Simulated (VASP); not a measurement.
# SnO2 (rutile type) (P4_2/mnm) in VASP: a series of runs, part 2 of 2

VASP 6.6.1. The steps go on from the part before.

**5. Single point, LDA (11.15 Å³/atom)**

This run uses another cell than the first one, of 11.15 Å³/atom.

File INCAR:

```
SYSTEM = SnO2
  PREC = Accurate
  ENCUT = 520
  EDIFF = 1E-6
  ISMEAR = -1
  SIGMA = 0.08
  LREAL = .FALSE.
  LASPH = .TRUE.
  NELM = 60
  ALGO = Normal
  ISIF = 2
  LWAVE = .FALSE.
  LCHARG = .FALSE.
  GGA = CA
  NBANDS = 35
```

File KPOINTS:

```
regular mesh
0
G
  8 8 11
  0 0 0
```

File POSCAR:

```
SnO2
1.0
    4.6046074570      0.0000000000      0.0000000000
    0.0000000000      4.6046074570      0.0000000000
    0.0000000000      0.0000000000      3.1538893754
Sn O
2 4
Direct
    0.0000000000      0.0000000000      0.0000000000
    0.5000000000      0.5000000000      0.5000000000
    0.3054188603      0.3054188603      0.0000000000
    0.6945811397      0.6945811397      0.0000000000
    0.8054188603      0.1945811397      0.5000000000
    0.1945811397      0.8054188603      0.5000000000
```

Potentials or basis: VASP PAW LDA potentials, release 64 (Sn_d, O).

Run with:

```
cat potpaw_LDA.64/Sn_d/POTCAR potpaw_LDA.64/O/POTCAR > POTCAR
mpirun -np 1 vasp_std > vasp.out
```

OUTCAR:

```text
SYSTEM = SnO2
   PREC = Accurate
   ENCUT = 520
   EDIFF = 1E-6
   ISMEAR = -1
   LREAL = .FALSE.
   LASPH = .TRUE.
   NELM = 60
   ISIF = 2
   GGA = CA

 ion  position               nearest neighbor table
   1  0.000  0.000  0.000-   3 1.99   4 1.99   5 2.02   6 2.02   5 2.02   6 2.02   2 3.62   2 3.62
                             2 3.62   2 3.62   2 3.62   2 3.62   2 3.62   2 3.62
   2  0.500  0.500  0.500-   5 1.99   6 1.99   3 2.02   4 2.02   3 2.02   4 2.02   1 3.62   1 3.62
                             1 3.62   1 3.62   1 3.62   1 3.62   1 3.62   1 3.62
   3  0.305  0.305  0.000-   1 1.99   2 2.02   2 2.02
   4  0.695  0.695  0.000-   1 1.99   2 2.02   2 2.02
   5  0.805  0.195  0.500-   2 1.99   1 2.02   1 2.02
   6  0.195  0.805  0.500-   2 1.99   1 2.02   1 2.02

  LATTYP: Found a simple tetragonal cell.
 ALAT       =     4.6046074570
 C/A-ratio  =     0.6849420727

  Lattice vectors:

 A1 = (   4.6046074570,   0.0000000000,   0.0000000000)
 A2 = (   0.0000000000,   4.6046074570,   0.0000000000)
 A3 = (   0.0000000000,   0.0000000000,   3.1538893754)

Analysis of symmetry for initial positions (statically):
=====================================================================
 Subroutine PRICEL returns:
 Original cell was already a primitive cell.

 Routine SETGRP: Setting up the symmetry group for a
 simple tetragonal supercell.

 Subroutine GETGRP returns: Found 16 space group operations
 (whereof  8 operations were pure point group operations)
 out of a pool of 16 trial point group operations.

The static configuration has the point symmetry D_2h.
 The point group associated with its full space group is D_4h.

Analysis of symmetry for dynamics (positions and initial velocities):
=====================================================================
 Subroutine PRICEL returns:
 Original cell was already a primitive cell.

 Routine SETGRP: Setting up the symmetry group for a
 simple tetragonal supercell.

[... 128 lines left out ...]
   ISMEAR =    -1;   SIGMA  =   0.08  broadening in eV -4-tet -1-fermi 0-gaus
   EFERMI_NEDOS =   21; number of points for ismear=-14 and -15
   IALGO  =     38    algorithm
   IMIX   =      4    mixing-type and parameters
     AMIX     =   0.40;   BMIX     =  1.00
     AMIX_MAG =   1.60;   BMIX_MAG =  1.00
  volume/ion in A,a.u.               =      11.15        75.21
  Fermi-wavevector in a.u.,A,eV,Ry     =   1.505447  2.844882 30.835833  2.266370
  Thomas-Fermi vector in A             =   2.616294
   LORBIT       =      0    0 simple, 1 ext, 2 COOP (PROOUT), +10 PAW based schemes
   GGA     = CA    functional components
   LHFCALC =     F    Hartree Fock is set to
   AEXX    =    0.0000 exact exchange contribution
   IVDW    =     0    specifies the selected vdW correction
   LEPSILON=     F    determine dielectric tensor
   LRPA    =     F    only Hartree local field effects (RPA)
 non-spin polarized calculation
  energy-cutoff  :      520.00
  volume of cell :       66.87
 maximum number of plane-waves:      1823
 NGX is ok and might be reduce to    36
   NGX = 17   NGY = 17   NGZ = 11

 number of electron      52.0000014 magnetization

 Free energy of the ion-electron system (eV)
  ---------------------------------------------------
  ext. energy  EPLUGINS =         0.00000000
  ---------------------------------------------------
  free energy    TOTEN  =       -42.05726239 eV

  energy without entropy =      -42.05726228  energy(sigma->0) =      -42.05726234

 E-fermi :   7.7240     XC(G=0): -12.1662

 val. band max:        6.6962990053   @ k =   0.0000   0.0000   0.0000
 cond. band min:       8.6068861549   @ k =   0.0000   0.0000   0.0000
 fundamental gap:      1.9105871496
 Fermi energy:         7.7239561463

 k-point     1 :       0.0000    0.0000    0.0000
  band No.  band energies     occupation
      1     -14.4455      2.00000
      2     -13.5062      2.00000
      3     -13.1347      2.00000
      4     -13.1226      2.00000
      5     -13.1145      2.00000
      6     -13.1145      2.00000
[... 901 lines left out ...]
     34      19.1820      0.00000
     35      19.6950      0.00000

 [... further k-points ...]
[... 5 lines left out ...]
  --------------------------------------------------------------------------------------
  -------------------------------------------------------------------------------------
  Total        6.6782784      6.6782784      6.8817164      0.0000000      0.0000000      0.0000000
  in kB      160.0086359    160.0086359    164.8829210      0.0000000      0.0000000      0.0000000
  external PRESSURE =     161.6333976 kB  Pullay stress =       0.0000000 kB

 VOLUME and BASIS-vectors are now :
 -----------------------------------------------------------------------------
  energy-cutoff  :      520.00
  volume of cell :       66.87
      direct lattice vectors                 reciprocal lattice vectors
     4.604607457  0.000000000  0.000000000     0.217173779  0.000000000  0.000000000
     0.000000000  4.604607457  0.000000000     0.000000000  0.217173779  0.000000000
     0.000000000  0.000000000  3.153889375     0.000000000  0.000000000  0.317068825

 POSITION                                       TOTAL-FORCE (eV/Angst)
 -----------------------------------------------------------------------------------
      0.00000      0.00000      0.00000        -0.000000     -0.000000     -0.000000
      2.30230      2.30230      1.57694        -0.000000     -0.000000     -0.000000
      1.40633      1.40633      0.00000        -0.012448     -0.012448     -0.000000
      3.19827      3.19827      0.00000         0.012448      0.012448      0.000000
      3.70864      0.89597      1.57694        -0.012448      0.012448      0.000000
      0.89597      3.70864      1.57694         0.012448     -0.012448     -0.000000
 -----------------------------------------------------------------------------------
    total drift:                                0.000000      0.000000      0.000000

  FREE ENERGIE OF THE ION-ELECTRON SYSTEM (eV)
  ---------------------------------------------------
  free  energy   TOTEN  =       -42.0572623897 eV

  energy  without entropy=      -42.0572622841  energy(sigma->0) =      -42.05726234
```

OSZICAR:

```text
N       E                     dE             d eps       ncg     rms          rms(c)
DAV:   1     0.641728405367E+03    0.64173E+03   -0.25562E+04  6992   0.239E+03
DAV:   2     0.534074752439E+02   -0.58832E+03   -0.55444E+03  6732   0.618E+02
DAV:   3    -0.434648350871E+02   -0.96872E+02   -0.95156E+02  6821   0.210E+02
DAV:   4    -0.483399949411E+02   -0.48752E+01   -0.48396E+01  7887   0.507E+01
DAV:   5    -0.484647239073E+02   -0.12473E+00   -0.12456E+00  7970   0.855E+00    0.166E+01
DAV:   6    -0.421096961720E+02    0.63550E+01   -0.16974E+01 10140   0.644E+01    0.680E+00
DAV:   7    -0.421501278040E+02   -0.40432E-01   -0.21020E+00  7226   0.819E+00    0.332E+00
DAV:   8    -0.420715739965E+02    0.78554E-01   -0.19797E-01  9303   0.494E+00    0.750E-01
DAV:   9    -0.420571465339E+02    0.14427E-01   -0.34634E-02 10147   0.341E+00    0.141E-01
DAV:  10    -0.420572501496E+02   -0.10362E-03   -0.32587E-03  7363   0.411E-01    0.623E-02
DAV:  11    -0.420572632397E+02   -0.13090E-04   -0.17864E-04  9473   0.122E-01    0.200E-02
DAV:  12    -0.420572643433E+02   -0.11036E-05   -0.17589E-05  9540   0.434E-02    0.103E-02
DAV:  13    -0.420572623265E+02    0.20168E-05   -0.66310E-06  7529   0.468E-02    0.174E-03
DAV:  14    -0.420572623897E+02   -0.63194E-07   -0.90568E-07  4292   0.872E-03
   1 F= -.42057262E+02 E0= -.42057262E+02  d E =-.105600E-06
```

Wall time 4.3 min (1 thread of Intel Xeon 8259CL, shared host); peak memory 0.27 GiB.

What came out:

| Property | Result |
| --- | --- |
| Free energy | -42.0573 eV |
| Pressure | 16.2 GPa |
| Largest force | 0.018 eV/Å |
| Band gap on the k mesh | 1.91 eV |

Forces on the atoms (eV/Å):
```
Sn   0.000  0.000  0.000
Sn   0.000  0.000  0.000
O   -0.012 -0.012  0.000
O    0.012  0.012  0.000
O   -0.012  0.012  0.000
O    0.012 -0.012  0.000
```

Caveat: the cell stands under pressure; spin-orbit coupling is left out, which moves the levels of the heavy elements. A k mesh can miss the band edges.
